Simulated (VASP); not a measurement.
# NaTe6P (Fm-3m) in VASP: further runs, part 2 of 2

VASP 6.6.1. The steps go on from the part before.

### Step 3. Single point, r2SCAN

POSCAR

```
NaTe6P
1.0
    0.0000000000      5.0039190000      5.0039190000
    5.0039190000      0.0000000000      5.0039190000
    5.0039190000      5.0039190000      0.0000000000
Na Te P
1 6 1
Direct
    0.5000000000      0.5000000000      0.5000000000
    0.7971000000      0.2029000000      0.2029000000
    0.2029000000      0.7971000000      0.2029000000
    0.2029000000      0.7971000000      0.7971000000
    0.7971000000      0.2029000000      0.7971000000
    0.2029000000      0.2029000000      0.7971000000
    0.7971000000      0.7971000000      0.2029000000
    0.0000000000      0.0000000000      0.0000000000
```

INCAR.step1

```
PREC     = Accurate       # precision mode
ENCUT    = 550            # plane-wave cutoff, eV
ISMEAR   = -5             # smearing method
SIGMA    = 0.1            # smearing width, eV
LREAL    = F              # projectors in reciprocal space
LASPH    = T              # aspherical terms in the spheres
NELM     = 120            # most SCF steps
NBANDS   = 34             # bands
GGA      = PE             # functional
ALGO     = Normal         # electronic algorithm
EDIFF    = 1E-5           # SCF threshold, eV
LWAVE    = T              # write WAVECAR
LCHARG   = F              # write CHGCAR
GGA_COMPAT= F
```

INCAR.step2

```
PREC     = Accurate       # precision mode
ENCUT    = 550            # plane-wave cutoff, eV
EDIFF    = 1E-6           # SCF threshold, eV
ISMEAR   = -5             # smearing method
SIGMA    = 0.1            # smearing width, eV
LREAL    = F              # projectors in reciprocal space
LASPH    = T              # aspherical terms in the spheres
NELM     = 120            # most SCF steps
ALGO     = Normal         # electronic algorithm
ISIF     = 2              # what is computed and relaxed
LWAVE    = F              # write WAVECAR
LCHARG   = T              # write CHGCAR
METAGGA  = R2SCAN         # meta-GGA
LMIXTAU  = T            
LELF     = T              # ELF
LVHAR    = T            
NBANDS   = 34             # bands
ISTART   = 1            
GGA_COMPAT= F
```

KPOINTS

```
regular mesh
0
Gamma
  3 3 3
```

Potentials or basis: VASP PAW PBE potentials, release 64 (Na_pv, Te, P).

Run with:

```bash
> cat potpaw_PBE.64/Na_pv/POTCAR potpaw_PBE.64/Te/POTCAR potpaw_PBE.64/P/POTCAR > POTCAR
> cp INCAR.step1 INCAR
> mpirun -np 1 vasp_std > vasp.out
> cp INCAR.step2 INCAR
> mpirun -np 1 vasp_std > vasp.out
```

OUTCAR:

```text
PREC = Accurate
   ENCUT = 550
   EDIFF = 1E-6
   ISMEAR = -5
   LREAL = F
   LASPH = T
   NELM = 120
   ISIF = 2
   METAGGA = R2SCAN
   ISTART = 1

 ion  position               nearest neighbor table
   1  0.500  0.500  0.500-   2 2.97   3 2.97   4 2.97   5 2.97   6 2.97   7 2.97
   2  0.797  0.203  0.203-   8 2.03   5 2.87   6 2.87   7 2.87   3 2.87   1 2.97
   3  0.203  0.797  0.203-   8 2.03   4 2.87   6 2.87   7 2.87   2 2.87   1 2.97
   4  0.203  0.797  0.797-   8 2.03   5 2.87   6 2.87   7 2.87   3 2.87   1 2.97
   5  0.797  0.203  0.797-   8 2.03   4 2.87   6 2.87   7 2.87   2 2.87   1 2.97
   6  0.203  0.203  0.797-   8 2.03   3 2.87   4 2.87   5 2.87   2 2.87   1 2.97
   7  0.797  0.797  0.203-   8 2.03   3 2.87   4 2.87   5 2.87   2 2.87   1 2.97
   8  0.000  0.000  0.000-   2 2.03   3 2.03   4 2.03   5 2.03   6 2.03   7 2.03

  LATTYP: Found a face centered cubic cell.
 ALAT       =    10.0078380000

  Lattice vectors:

 A1 = (   0.0000000000,   5.0039190000,   5.0039190000)
 A2 = (   5.0039190000,   0.0000000000,   5.0039190000)
 A3 = (   5.0039190000,   5.0039190000,   0.0000000000)
[... 173 lines left out ...]
 fundamental gap:      0.7789128809
 Fermi energy:         4.4754566293

 k-point     1 :       0.0000    0.0000    0.0000
  band No.  band energies     occupation
      1     -20.6803      2.00000
      2     -20.6803      2.00000
      3     -20.6803      2.00000
      4     -15.4865      2.00000
      5      -9.5742      2.00000
      6      -9.5742      2.00000
[... 137 lines left out ...]
     33      10.6901      0.00000
     34      10.8964      0.00000

------------------------ aborting loop because EDIFF is reached ----------------------------------------

  FORCE on cell =-STRESS in cart. coord.  units (eV):
  Direction    XX          YY          ZZ          XY          YZ          ZX
  --------------------------------------------------------------------------------------
  -------------------------------------------------------------------------------------
  Total       66.8387746     66.8387746     66.8387746     -0.0000000     -0.0000000      0.0000000
  in kB      427.3446315    427.3446315    427.3446315     -0.0000000     -0.0000000      0.0000000
  external PRESSURE =     427.3446315 kB  Pullay stress =       0.0000000 kB

 VOLUME and BASIS-vectors are now :
 -----------------------------------------------------------------------------
  energy-cutoff  :      550.00
  volume of cell :      250.59
      direct lattice vectors                 reciprocal lattice vectors
     0.000000000  5.003919000  5.003919000    -0.099921681  0.099921681  0.099921681
     5.003919000  0.000000000  5.003919000     0.099921681 -0.099921681  0.099921681
     5.003919000  5.003919000  0.000000000     0.099921681  0.099921681 -0.099921681

 POSITION                                       TOTAL-FORCE (eV/Angst)
 -----------------------------------------------------------------------------------
      5.00392      5.00392      5.00392         0.000000     -0.000000      0.000000
      2.03059      5.00392      5.00392        15.217281     -0.000000      0.000000
      5.00392      2.03059      5.00392        -0.000000     15.217281      0.000000
      7.97725      5.00392      5.00392       -15.217281     -0.000000      0.000000
      5.00392      7.97725      5.00392        -0.000000    -15.217281      0.000000
      5.00392      5.00392      2.03059        -0.000000     -0.000000     15.217281
      5.00392      5.00392      7.97725        -0.000000     -0.000000    -15.217281
      0.00000      0.00000      0.00000        -0.000000     -0.000000      0.000000
 -----------------------------------------------------------------------------------
    total drift:                               -0.000000      0.000000      0.000000

  FREE ENERGIE OF THE ION-ELECTRON SYSTEM (eV)
  ---------------------------------------------------
  free  energy   TOTEN  =      -145.0849406630 eV

  energy  without entropy=     -145.0849406630  energy(sigma->0) =     -145.08494066
```

OUTCAR.step1:

```text
PREC = Accurate
   ENCUT = 550
   ISMEAR = -5
   LREAL = F
   LASPH = T
[... 371 lines left out ...]
      5.00392      7.97725      5.00392         0.000000    -15.207986      0.000000
      5.00392      5.00392      2.03059         0.000000      0.000000     15.207986
      5.00392      5.00392      7.97725         0.000000      0.000000    -15.207986
      0.00000      0.00000      0.00000         0.000000      0.000000      0.000000
 -----------------------------------------------------------------------------------
    total drift:                               -0.000000     -0.000000      0.000000

  FREE ENERGIE OF THE ION-ELECTRON SYSTEM (eV)
  ---------------------------------------------------
  free  energy   TOTEN  =        -5.2645149544 eV

  energy  without entropy=       -5.2645149544  energy(sigma->0) =       -5.26451495
```

OSZICAR.step1:

```text
N       E                     dE             d eps       ncg     rms          rms(c)
DAV:   1     0.351473829669E+03    0.35147E+03   -0.19003E+04   272   0.123E+03
DAV:   2     0.252521901550E+02   -0.32622E+03   -0.30725E+03   320   0.249E+02
DAV:   3    -0.662155498251E+01   -0.31874E+02   -0.31049E+02   368   0.812E+01
DAV:   4    -0.768479883761E+01   -0.10632E+01   -0.10592E+01   334   0.161E+01
DAV:   5    -0.772498241948E+01   -0.40184E-01   -0.40149E-01   392   0.334E+00    0.392E+01
DAV:   6    -0.515131140379E+01    0.25737E+01   -0.65984E+00   302   0.118E+01    0.220E+01
DAV:   7    -0.537569021556E+01   -0.22438E+00   -0.48043E+00   334   0.756E+00    0.649E+00
DAV:   8    -0.526086145313E+01    0.11483E+00   -0.54853E-01   300   0.340E+00    0.328E+00
DAV:   9    -0.526530817299E+01   -0.44467E-02   -0.16121E-01   292   0.171E+00    0.125E+00
DAV:  10    -0.526423182508E+01    0.10763E-02   -0.51796E-03   342   0.369E-01    0.563E-01
DAV:  11    -0.526448409142E+01   -0.25227E-03   -0.48614E-04   318   0.117E-01    0.910E-01
DAV:  12    -0.526452044238E+01   -0.36351E-04   -0.42142E-03   288   0.285E-01    0.242E-01
DAV:  13    -0.526462104159E+01   -0.10060E-03   -0.10533E-03   310   0.133E-01    0.326E-01
DAV:  14    -0.526453388613E+01    0.87155E-04   -0.85709E-05   320   0.378E-02    0.233E-01
DAV:  15    -0.526450586271E+01    0.28023E-04   -0.40006E-05   288   0.222E-02    0.149E-01
DAV:  16    -0.526451495439E+01   -0.90917E-05   -0.55806E-06   186   0.118E-02
   1 F= -.52645150E+01 E0= -.52645150E+01  d E =0.000000E+00
```

Wall time 7.2 min (1 thread of Intel Xeon 8259CL, shared host); peak memory 0.45 GiB.

What came out:

```yaml
Free_energy: -145.0849 eV
Pressure: 42.7 GPa
Largest_force: 15.217 eV/Å
Band_gap_on_the_k_mesh: 0.78 eV (least direct gap 1.01 eV)
```

Forces on the atoms (eV/Å):
```
Na    0.000   0.000   0.000
Te   15.217   0.000   0.000
Te    0.000  15.217   0.000
Te  -15.217   0.000   0.000
Te    0.000 -15.217   0.000
Te    0.000   0.000  15.217
Te    0.000   0.000 -15.217
P     0.000   0.000   0.000
```

Caveat: the cell stands under pressure; the PAW data sets were made with another functional, which shifts forces and pressure a little; spin-orbit coupling is left out, which moves the levels of the heavy elements; an odd mesh through Γ misses points on the zone boundary, where band edges can lie.

### Step 4. Single point, r2SCAN

POSCAR is that of step 3.

INCAR.step1

```
SYSTEM = NaTe6P
PREC = Accurate
ENCUT = 550
ISMEAR = 1
SIGMA = 0.0873
LREAL = .FALSE.
LASPH = .TRUE.
NELM = 120
ISYM = 0
NBANDS = 34
GGA = PE
ALGO = Normal
EDIFF = 1E-5
LWAVE = .TRUE.
LCHARG = .FALSE.
GGA_COMPAT = .FALSE.
```

INCAR.step2

```
SYSTEM = NaTe6P
PREC = Accurate
ENCUT = 550
EDIFF = 1E-6
ISMEAR = 1
SIGMA = 0.0873
LREAL = .FALSE.
LASPH = .TRUE.
NELM = 120
ALGO = Normal
ISIF = 2
LWAVE = .FALSE.
LCHARG = .FALSE.
METAGGA = R2SCAN
LMIXTAU = .TRUE.
ISYM = 0
NBANDS = 34
ISTART = 1
GGA_COMPAT = .FALSE.
```

KPOINTS

```
Automatic mesh
0
G
  3 3 3
  0 0 0
```

Run with:

```bash
> cat potpaw_PBE.64/Na_pv/POTCAR potpaw_PBE.64/Te/POTCAR potpaw_PBE.64/P/POTCAR > POTCAR
> cp INCAR.step1 INCAR
> mpirun -np 1 vasp_std > vasp.out
> cp INCAR.step2 INCAR
> mpirun -np 1 vasp_std > vasp.out
```

Wall time 18 min (1 thread of Intel Xeon 8259CL, shared host); peak memory 0.49 GiB.

Results (log left out):

| Item | Value |
| --- | --- |
| Free energy | -145.0804 eV |
| Pressure | 42.7 GPa |
| Largest force | 15.216 eV/Å |
| Band gap on the k mesh | 0.78 eV (least direct gap 1.01 eV) |

Forces on the atoms (eV/Å):
```
Na    0.000   0.000   0.000
Te   15.216   0.000   0.000
Te    0.000  15.216   0.000
Te  -15.216   0.000   0.000
Te    0.000 -15.216   0.000
Te    0.000   0.000  15.216
Te    0.000   0.000 -15.216
P     0.000   0.000   0.000
```

Levels at points of the mesh, in eV from the valence-band top:
```csv
k point,band 22,band 23,band 24,band 25,band 26,band 27
"(0.00, 0.00, 0.00)",-0.38,-0.23,-0.23,0.78,3.13,3.13
```

Caveat: the cell stands under pressure; the PAW data sets were made with another functional, which shifts forces and pressure a little; spin-orbit coupling is left out, which moves the levels of the heavy elements; an odd mesh through Γ misses points on the zone boundary, where band edges can lie.
